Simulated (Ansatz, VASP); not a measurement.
# Ga2Sn: VASP beside Ansatz

The input POSCAR:

```
Ga2Sn
1.0
    2.5097670000      4.3470410000      0.0000000000
   -2.5097670000      4.3470410000      0.0000000000
    0.0000000000      0.0000000000      6.6008130000
Ga Sn
4 2
Direct
    0.0000000000      0.0000000000      0.0000000000
    0.0000000000      0.0000000000      0.5000000000
    0.3333000000      0.3334000000      0.7500000000
    0.6666000000      0.6667000000      0.2500000000
    0.3333000000      0.3334000000      0.2500000000
    0.6666000000      0.6667000000      0.7500000000
```

The input INCAR.step1:

```
PREC = Accurate ; ENCUT = 520
ISMEAR = -1 ; SIGMA = 0.1
LREAL = F ; LASPH = T
NELM = 60 ; NBANDS = 49
GGA = PE ; ALGO = Normal
EDIFF = 1E-4 ; LWAVE = T
LCHARG = F
```

INCAR.step2

```
PREC = Accurate ; ENCUT = 520
EDIFF = 1E-6 ; ISMEAR = -1
SIGMA = 0.1 ; LREAL = F
LASPH = T ; NELM = 60
ALGO = Normal ; ISIF = 2
LWAVE = F ; LCHARG = F
METAGGA = R2SCAN ; LMIXTAU = T
NBANDS = 49 ; ISTART = 1
```

KPOINTS

```
regular mesh
0
Gamma
  4 4 3
```

Input for Ansatz:

```yaml
crystal:
  lattice:
    - [2.509767, 4.347041, 0.0]
    - [-2.509767, 4.347041, 0.0]
    - [0.0, 0.0, 6.600813]
  atoms:
    - { symbol: Ga, position: [0.0, 0.0, 0.0] }
    - { symbol: Ga, position: [0.0, 0.0, 0.5] }
    - { symbol: Ga, position: [0.3333, 0.3334, 0.75] }
    - { symbol: Ga, position: [0.6666, 0.6667, 0.25] }
    - { symbol: Sn, position: [0.3333, 0.3334, 0.25] }
    - { symbol: Sn, position: [0.6666, 0.6667, 0.75] }
  symmetry: { tolerance: 0.0003 }
kpoints:
  mp_grid: { grid: [4, 4, 3], shift: [0, 0, 0] }
magnetization:
  spin_polarized: false
scf:
  occupations: { method: fermi_dirac }
  convergence: { dr2_threshold: 1.0e-08 }
hamiltonian:
  pseudopotentials: { kind: paw }
  xc: r2scan
basis:
  ecutwfc: 500
output:
  forces: true
  stress: true
  eigenvalues: true
  write_density: true
  write_potential: true
  elf: true
  volumetric_format: npy
```

Alike in both runs: task single point; functional r2SCAN; k mesh 4 × 4 × 3; no spin polarisation.

|  | VASP | Ansatz |
| --- | --- | --- |
| version | VASP 6.6.1 | Ansatz 0.2.0 |
| potentials or method | VASP PAW PBE potentials, release 64 (Ga_d, Sn_d), cutoff 520 eV | PAW plane waves |
| occupations | fermi-dirac, width 0.1 eV | fermi-dirac |
| valence electrons in the cell | 80 | 80 |

Ansatz gave:

* gap on the k mesh at the Fermi level (eV): none
* pressure (GPa): -3.0
* traceless stress, the component that is largest in VASP (GPa): -0.37

Problem. Which values does VASP return?

Solution. gap on the k mesh at the Fermi level (eV): none; pressure (GPa): -2.9; traceless stress, the component that is largest in VASP (GPa): -0.38.

VASP's potentials were made for PBE, not for r2SCAN. A gap of «none» marks a metal or a gap that the smearing closes. Ansatz's warnings: stress scf threshold loose, structure snapped to symmetry.

The k mesh is coarse, so the values compare programs but aren't converged.
